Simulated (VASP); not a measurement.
A run of VASP 6.6.1 is set up as follows.

The input INCAR:

```
PREC     = Accurate       # precision mode
ENCUT    = 520            # plane-wave cutoff, eV
EDIFF    = 1E-6           # SCF threshold, eV
ISMEAR   = -1             # smearing method
SIGMA    = 0.05           # smearing width, eV
LREAL    = False          # projectors in reciprocal space
LASPH    = True           # aspherical terms in the spheres
NELM     = 150            # most SCF steps
ALGO     = Normal         # electronic algorithm
ISIF     = 2              # what is computed and relaxed
LWAVE    = False          # write WAVECAR
LCHARG   = False          # write CHGCAR
ISPIN    = 2              # spin polarisation
MAGMOM   = 1 1 1 0        # initial moments
LORBIT   = 11             # projections on sites
LMAXMIX  = 4              # l up to which the mixer works
GGA      = RE             # functional
IVDW     = 13             # dispersion correction
NBANDS   = 28             # bands
```

Contents of KPOINTS:

```
Automatic mesh
0
Gamma
  8 8 8
```

File POSCAR:

```
AlNi3
1.0
    3.5204955179      0.0000000000      0.0000000000
    0.0000000000      3.5204955179      0.0000000000
    0.0000000000      0.0000000000      3.5204955179
Ni Al
3 1
Direct
    0.5000000000      0.5000000000      0.0000000000
    0.5000000000      0.0000000000      0.5000000000
    0.0000000000      0.5000000000      0.5000000000
    0.0000000000      0.0000000000      0.0000000000
```

Potentials or basis: VASP PAW PBE potentials, release 64 (Ni, Al).

Command:

```bash
$ cat potpaw_PBE.64/Ni/POTCAR potpaw_PBE.64/Al/POTCAR > POTCAR
$ mpirun -np 1 vasp_std > vasp.out
```

Q: Estimate the net moment.

A: 0.68 μB per cell.

Q: Estimate the pressure.

A: 0.0 GPa.

Caveat: the PAW data sets were made with another functional, which shifts forces and pressure a little.
